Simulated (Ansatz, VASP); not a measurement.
## Two plane-wave programs on Mo

INCAR

```
PREC = Accurate
ENCUT = 520
EDIFF = 1E-6
ISMEAR = 0
SIGMA = 0.15
LREAL = False
LASPH = True
NELM = 60
ALGO = Fast
ISIF = 2
LWAVE = False
LCHARG = True
GGA = PE
LELF = True
LVHAR = True
NBANDS = 13
```

Contents of KPOINTS:

```
regular mesh
0
Gamma
  20 20 20
```

The input POSCAR:

```
Mo
1.0
   -1.3721835463      1.8462493768      1.5222253816
    1.3721835463     -1.8462493768      1.5222253816
    1.3721835463      1.8462493768     -1.5222253816
Mo
1
Direct
    0.0000000000      0.0000000000      0.0000000000
```

Input for Ansatz:

```yaml
crystal:
  lattice:
    - [-1.3721835463, 1.8462493768, 1.5222253816]
    - [1.3721835463, -1.8462493768, 1.5222253816]
    - [1.3721835463, 1.8462493768, -1.5222253816]
  atoms:
    - { symbol: Mo, position: [0.0, 0.0, 0.0] }
basis:
  ecutwfc: 420
kpoints:
  mp_grid: { grid: [20, 20, 20] }
hamiltonian:
  xc: pbe
scf:
  occupations: { method: gaussian, width: 0.15 }
output:
  forces: true
  stress: true
  eigenvalues: true
  write_density: true
  write_potential: true
  elf: true
  volumetric_format: npy
```

Change from the starting cell: strain +e along x and -e along y -0.1500, strain +e along z and -e/2 along x and y -0.0367.

Alike in both runs: task single point; functional PBE; k mesh 20 × 20 × 20; occupations gaussian, width 0.15 eV; no spin polarisation.

|  | VASP | Ansatz |
| --- | --- | --- |
| version | VASP 6.6.1 | Ansatz 0.2.0 |
| potentials or method | VASP PAW PBE potentials, release 64 (Mo_sv), cutoff 520 eV | scalar-relativistic, plane waves, PAW |
| valence electrons in the cell | 14 | 14 |

Ansatz gave:

* gap on the k mesh at the Fermi level (eV): none
* pressure (GPa): 10.9
* traceless stress, the component that is largest in VASP (GPa): 11.27

Problem. What did VASP give for the same quantities?

Solution. gap on the k mesh at the Fermi level (eV): none; pressure (GPa): 11.4; traceless stress, the component that is largest in VASP (GPa): 11.33.

A gap of «none» marks a metal or a gap that the smearing closes.
